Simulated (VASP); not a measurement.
# MnO2 (R-3m) in VASP: single point with PBE+U

Aim: the single point of MnO2 with PBE+U.

Program: VASP 6.6.1. These are calculated values, not measurements. Logs are shortened: lines on timing, memory, paths and dates and some standing lists are left out, and cuts for length are marked.

## Step 1: The cell of the first run

Symmetry: R-3m, No. 166, trigonal system. The conventional cell has a = 2.652 Å, b = 2.652 Å, c = 12.766 Å, α = 90.00°, β = 90.00°, γ = 120.00°. Mn (site symmetry -3m) has 6 O at 1.77 Å within 2.3 Å. Within 2.3 Å of O (site symmetry 3m) lie 3 Mn at 1.77 Å.

## Step 2: Single point, PBE+U, collinear spin, antiferromagnetic start

INCAR reads:

```
SYSTEM = MnO2
PREC = Accurate
ENCUT = 520
EDIFF = 1E-6
ISMEAR = 0
SIGMA = 0.02
LREAL = .False.
LASPH = .True.
NELM = 150
ALGO = Normal
ISIF = 2
LWAVE = .False.
LCHARG = .False.
ISPIN = 2
MAGMOM = 4 -4 0 0 0 0
LORBIT = 11
LMAXMIX = 4
LDAU = .True.
LDAUTYPE = 2
LDAUL = 2 -1
LDAUU = 3.9 0
LDAUJ = 0 0
LDAUPRINT = 1
GGA = PE
NBANDS = 38
```

KPOINTS reads:

```
regular mesh
0
Gamma
  12 12 6
  0 0 0
```

POSCAR reads:

```
MnO2
1.0
    1.3260414400     -0.7655903824      8.5106901555
   -1.3260414400     -0.7655903824      8.5106901555
    0.0000000000     -3.0623615294      8.5106901555
Mn O
2 4
Direct
    0.0000000000      0.0000000000      0.0000000000
    0.0000000000      0.0000000000      0.5000000000
    0.2643644900      0.2643644900      0.8678177550
    0.7356355100      0.7356355100      0.6321822450
    0.2643644900      0.2643644900      0.3678177550
    0.7356355100      0.7356355100      0.1321822450
```

Potentials or basis: VASP PAW PBE potentials, release 64 (Mn_pv, O).

Run with:

```console
$ cat potpaw_PBE.64/Mn_pv/POTCAR potpaw_PBE.64/O/POTCAR > POTCAR
$ mpirun -np 1 vasp_std > vasp.out
```

OUTCAR:

```text
SYSTEM = MnO2
   PREC = Accurate
   ENCUT = 520
   EDIFF = 1E-6
   ISMEAR = 0
   LREAL = .False.
   LASPH = .True.
   NELM = 150
   ISIF = 2
   ISPIN = 2
   LORBIT = 11
   GGA = PE

 ion  position               nearest neighbor table
   1  0.000  0.000  0.000-   4 1.77   5 1.77   4 1.77   4 1.77   5 1.77   5 1.77
   2  0.000  0.000  0.500-   6 1.77   3 1.77   6 1.77   6 1.77   3 1.77   3 1.77
   3  0.264  0.264  0.868-   2 1.77   2 1.77   2 1.77
   4  0.736  0.736  0.632-   1 1.77   1 1.77   1 1.77
   5  0.264  0.264  0.368-   1 1.77   1 1.77   1 1.77
   6  0.736  0.736  0.132-   2 1.77   2 1.77   2 1.77

  LATTYP: Found a trigonal (rhomboedric) cell.
 ALAT       =     8.6473326209
 COS(alpha) =     0.9529694715

  Lattice vectors:

 A1 = (   0.0000000000,   1.5311807646,   8.5106901555)
 A2 = (  -1.3260414400,  -0.7655903824,   8.5106901555)
 A3 = (   1.3260414400,  -0.7655903824,   8.5106901555)

Analysis of symmetry for initial positions (statically):
=====================================================================
 Subroutine PRICEL returns following result:

  LATTYP: Found a trigonal (rhomboedric) cell.
 ALAT       =     4.5224414053
 COS(alpha) =     0.8280515398
[... 12 lines left out ...]
 Subroutine GETGRP returns: Found 12 space group operations
 (whereof 12 operations were pure point group operations)
 out of a pool of 12 trial point group operations.

The static configuration has the point symmetry D_3d.

Analysis of symmetry for dynamics (positions and initial velocities):
=====================================================================
 Subroutine PRICEL returns following result:

  LATTYP: Found a trigonal (rhomboedric) cell.
 ALAT       =     4.5224414053
 COS(alpha) =     0.8280515398
[... 12 lines left out ...]
 Subroutine GETGRP returns: Found 12 space group operations
 (whereof 12 operations were pure point group operations)
 out of a pool of 12 trial point group operations.

The dynamic configuration has the point symmetry D_3d.

Analysis of structural, dynamic, and magnetic symmetry:
=====================================================================
 Subroutine PRICEL returns following result:

  LATTYP: Found a trigonal (rhomboedric) cell.
 ALAT       =     4.5224414053
 COS(alpha) =     0.8280515398
[... 12 lines left out ...]
 Subroutine GETGRP returns: Found 12 space group operations
 (whereof 12 operations were pure point group operations)
 out of a pool of 12 trial point group operations.

The overall configuration has the point symmetry D_3d.

 Subroutine INISYM returns: Found 12 space group operations
 (whereof 12 operations are pure point group operations),
 and found     2 'primitive' translations

----------------------------------------------------------------------------------------

                                     Primitive cell

  volume of cell :      25.9203

  direct lattice vectors                    reciprocal lattice vectors
    -1.326041440  0.765590382  4.255345078    -0.377062123  0.217696918  0.078332856
     0.000000000 -1.531180765  4.255345078     0.000000000 -0.435393836  0.078332856
     1.326041440  0.765590382  4.255345078     0.377062123  0.217696918  0.078332856

  length of vectors
[... 151 lines left out ...]
  o =  0.1332  v =  0.0000  0.0000  0.0000  0.0000  0.0000  0.0000 -0.6708 -0.0000 -0.0000  0.7416      0.0000  0.0000  0.0000  0.0000  0.0000  0.0000  0.0000  0.0000  0.0000  0.0000
  o =  0.1332  v =  0.0000  0.0000  0.0000  0.0000  0.0000 -0.7416 -0.0000 -0.0000  0.6708  0.0000      0.0000  0.0000  0.0000  0.0000  0.0000  0.0000  0.0000  0.0000  0.0000  0.0000
  o =  0.4230  v =  0.0000  0.0000  0.0000  0.0000  0.0000  0.6708 -0.0000  0.0000  0.7416  0.0000      0.0000  0.0000  0.0000  0.0000  0.0000  0.0000  0.0000  0.0000  0.0000  0.0000
  o =  0.4230  v =  0.0000  0.0000  0.0000  0.0000  0.0000  0.0000  0.7416 -0.0000 -0.0000  0.6708      0.0000  0.0000  0.0000  0.0000  0.0000  0.0000  0.0000  0.0000  0.0000  0.0000
  o =  0.5451  v = -0.6245  0.0000 -0.0000 -0.7811 -0.0000  0.0000  0.0000  0.0000  0.0000  0.0000      0.0000  0.0000  0.0000  0.0000  0.0000  0.0000  0.0000  0.0000  0.0000  0.0000
  o =  0.5451  v =  0.0000  0.7811  0.0000 -0.0000  0.6245  0.0000  0.0000  0.0000  0.0000  0.0000      0.0000  0.0000  0.0000  0.0000  0.0000  0.0000  0.0000  0.0000  0.0000  0.0000
  o =  0.9781  v =  0.0000  0.0000 -1.0000  0.0000 -0.0000  0.0000  0.0000  0.0000  0.0000  0.0000      0.0000  0.0000  0.0000  0.0000  0.0000  0.0000  0.0000  0.0000  0.0000  0.0000
  o =  0.9790  v =  0.0000 -0.6245 -0.0000 -0.0000  0.7811  0.0000  0.0000  0.0000  0.0000  0.0000      0.0000  0.0000  0.0000  0.0000  0.0000  0.0000  0.0000  0.0000  0.0000  0.0000
  o =  0.9790  v = -0.7811  0.0000  0.0000  0.6245  0.0000  0.0000  0.0000  0.0000  0.0000  0.0000      0.0000  0.0000  0.0000  0.0000  0.0000  0.0000  0.0000  0.0000  0.0000  0.0000

atom =   2  type =  1  l = 2

 onsite density matrix

spin component  1

  0.2636  0.0000  0.0000  0.1442  0.0000
  0.0000  0.2926 -0.0000  0.0000  0.1442
  0.0000 -0.0000  0.1231  0.0000 -0.0000
  0.1442  0.0000  0.0000  0.2926  0.0000
  0.0000  0.1442 -0.0000  0.0000  0.2636

spin component  2

  0.8098  0.0000 -0.0000 -0.2117 -0.0000
  0.0000  0.7143 -0.0000 -0.0000 -0.2117
 -0.0000 -0.0000  0.9781  0.0000 -0.0000
 -0.2117 -0.0000  0.0000  0.7143  0.0000
 -0.0000 -0.2117 -0.0000  0.0000  0.8098

 occupancies and eigenvectors

  o =  0.1231  v = -0.0000 -0.0000  1.0000  0.0000  0.0000  0.0000  0.0000  0.0000  0.0000  0.0000      0.0000  0.0000  0.0000  0.0000  0.0000  0.0000  0.0000  0.0000  0.0000  0.0000
  o =  0.1332  v =  0.0000 -0.6708 -0.0000 -0.0000  0.7416  0.0000  0.0000  0.0000  0.0000  0.0000      0.0000  0.0000  0.0000  0.0000  0.0000  0.0000  0.0000  0.0000  0.0000  0.0000
  o =  0.1332  v = -0.7416 -0.0000 -0.0000  0.6708  0.0000  0.0000  0.0000  0.0000  0.0000  0.0000      0.0000  0.0000  0.0000  0.0000  0.0000  0.0000  0.0000  0.0000  0.0000  0.0000
  o =  0.4230  v =  0.6708  0.0000  0.0000  0.7416  0.0000  0.0000  0.0000  0.0000  0.0000  0.0000      0.0000  0.0000  0.0000  0.0000  0.0000  0.0000  0.0000  0.0000  0.0000  0.0000
  o =  0.4230  v =  0.0000 -0.7416  0.0000  0.0000 -0.6708  0.0000  0.0000  0.0000  0.0000  0.0000      0.0000  0.0000  0.0000  0.0000  0.0000  0.0000  0.0000  0.0000  0.0000  0.0000
  o =  0.5451  v =  0.0000  0.0000  0.0000  0.0000  0.0000  0.6245 -0.0000 -0.0000  0.7811 -0.0000      0.0000  0.0000  0.0000  0.0000  0.0000  0.0000  0.0000  0.0000  0.0000  0.0000
  o =  0.5451  v =  0.0000  0.0000  0.0000  0.0000  0.0000  0.0000  0.7811  0.0000  0.0000  0.6245      0.0000  0.0000  0.0000  0.0000  0.0000  0.0000  0.0000  0.0000  0.0000  0.0000
  o =  0.9781  v =  0.0000  0.0000  0.0000  0.0000  0.0000  0.0000 -0.0000  1.0000 -0.0000  0.0000      0.0000  0.0000  0.0000  0.0000  0.0000  0.0000  0.0000  0.0000  0.0000  0.0000
  o =  0.9790  v =  0.0000  0.0000  0.0000  0.0000  0.0000 -0.0000 -0.6245 -0.0000  0.0000  0.7811      0.0000  0.0000  0.0000  0.0000  0.0000  0.0000  0.0000  0.0000  0.0000  0.0000
  o =  0.9790  v =  0.0000  0.0000  0.0000  0.0000  0.0000  0.7811 -0.0000 -0.0000 -0.6245  0.0000      0.0000  0.0000  0.0000  0.0000  0.0000  0.0000  0.0000  0.0000  0.0000  0.0000

 number of electron      49.9999990 magnetization      -0.0000000

 Free energy of the ion-electron system (eV)
  ---------------------------------------------------
  ext. energy  EPLUGINS =         0.00000000
  ---------------------------------------------------
  free energy    TOTEN  =       -38.88543875 eV

  energy without entropy =      -38.88543875  energy(sigma->0) =      -38.88543875

 E-fermi :   5.6247     XC(G=0): -12.0569

 val. band max:        5.4150252201   @ k =   0.4167   0.4167   0.3333
 cond. band min:       7.6728980725   @ k =   0.0000   0.0000   0.0000
 fundamental gap:      2.2578728524
 Fermi energy:         5.6246566919

 spin component 1

 k-point     1 :       0.0000    0.0000    0.0000
  band No.  band energies     occupation
      1     -44.6811      1.00000
      2     -44.6539      1.00000
      3     -44.6539      1.00000
      4     -41.5727      1.00000
      5     -41.5727      1.00000
      6     -41.4592      1.00000
[... 1913 lines left out ...]
     36      21.2740      0.00000
     37      22.2082      0.00000

 [... further k-points ...]

 [bands above 37 left out]

------------------------ aborting loop because EDIFF is reached ----------------------------------------

  FORCE on cell =-STRESS in cart. coord.  units (eV):
  Direction    XX          YY          ZZ          XY          YZ          ZX
  --------------------------------------------------------------------------------------
  -------------------------------------------------------------------------------------
  Total       32.4935880     32.4935880     20.1944737      0.0000000     -0.0000000      0.0000000
  in kB     1004.2426376   1004.2426375    624.1277976      0.0000000     -0.0000000      0.0000000
  external PRESSURE =     877.5376909 kB  Pullay stress =       0.0000000 kB

 VOLUME and BASIS-vectors are now :
 -----------------------------------------------------------------------------
  energy-cutoff  :      520.00
  volume of cell :       51.84
      direct lattice vectors                 reciprocal lattice vectors
     1.326041440 -0.765590382  8.510690156     0.377062123  0.217696918  0.078332856
    -1.326041440 -0.765590382  8.510690156    -0.377062123  0.217696918  0.078332856
     0.000000000 -3.062361529  8.510690156     0.000000000 -0.435393836 -0.039166428

 POSITION                                       TOTAL-FORCE (eV/Angst)
 -----------------------------------------------------------------------------------
      0.00000      0.00000      0.00000         0.000000     -0.000000      0.000000
      0.00000     -1.53118      4.25535         0.000000     -0.000000      0.000000
      0.00000     -3.06236     11.88558         0.000000      0.000000     -5.041121
      0.00000     -3.06236     17.90184         0.000000     -0.000000      5.041121
      0.00000     -1.53118      7.63023         0.000000      0.000000     -5.041121
      0.00000     -1.53118     13.64649         0.000000     -0.000000      5.041121
 -----------------------------------------------------------------------------------
    total drift:                                0.000000     -0.000000      0.000000

  FREE ENERGIE OF THE ION-ELECTRON SYSTEM (eV)
  ---------------------------------------------------
  free  energy   TOTEN  =       -38.8854387475 eV

  energy  without entropy=      -38.8854387475  energy(sigma->0) =      -38.88543875

 total charge

# of ion       s       p       d       tot
------------------------------------------
    1        0.472   6.732   5.211  12.416
    2        0.472   6.732   5.211  12.416
    3        1.591   3.580   0.000   5.171
    4        1.591   3.580   0.000   5.171
    5        1.591   3.580   0.000   5.171
    6        1.591   3.580   0.000   5.171
--------------------------------------------------
tot          7.308  27.785  10.422  45.515

 magnetization (x)

# of ion       s       p       d       tot
------------------------------------------
    1        0.031   0.050   2.789   2.870
    2       -0.031  -0.050  -2.789  -2.870
    3       -0.002  -0.039   0.000  -0.041
    4        0.002   0.039   0.000   0.041
    5        0.002   0.039   0.000   0.041
    6       -0.002  -0.039   0.000  -0.041
--------------------------------------------------
tot          0.000   0.000   0.000   0.000
```

It took 49 min on 1 thread of Intel Xeon Platinum 8375C at 2.90GHz (Ice Lake), shared host; peak memory 0.92 GiB.

What came out:

- Free energy: -38.8854 eV
- Pressure: 87.8 GPa
- Largest force: 5.041 eV/Å
- Band gap on the k mesh: 2.26 eV
- Net moment: 0.00 μB per cell
- Site moments: Mn +2.87, -2.87; O -0.04, +0.04 μB
- Valence electrons inside the program's atomic spheres: Mn 12.42; O 5.17

Forces on the atoms (eV/Å):
```
Mn   0.000  0.000  0.000
Mn   0.000  0.000  0.000
O    0.000  0.000 -5.041
O    0.000  0.000  5.041
O    0.000  0.000 -5.041
O    0.000  0.000  5.041
```

Eigenvalues of the final occupation matrices:
| site | spin | trace | eigenvalues |
| --- | --- | --- | --- |
| site 1 d | 1 | 4.03 | 0.55 0.55 0.98 0.98 0.98 |
| site 1 d | 2 | 1.24 | 0.12 0.13 0.13 0.42 0.42 |
| site 2 d | 1 | 1.24 | 0.12 0.13 0.13 0.42 0.42 |
| site 2 d | 2 | 4.03 | 0.55 0.55 0.98 0.98 0.98 |

Caveat: the k points lie up to 0.46 Å⁻¹ apart; forces of over 1 eV/Å act on the atoms, so gaps and moduli don't describe the material at rest.
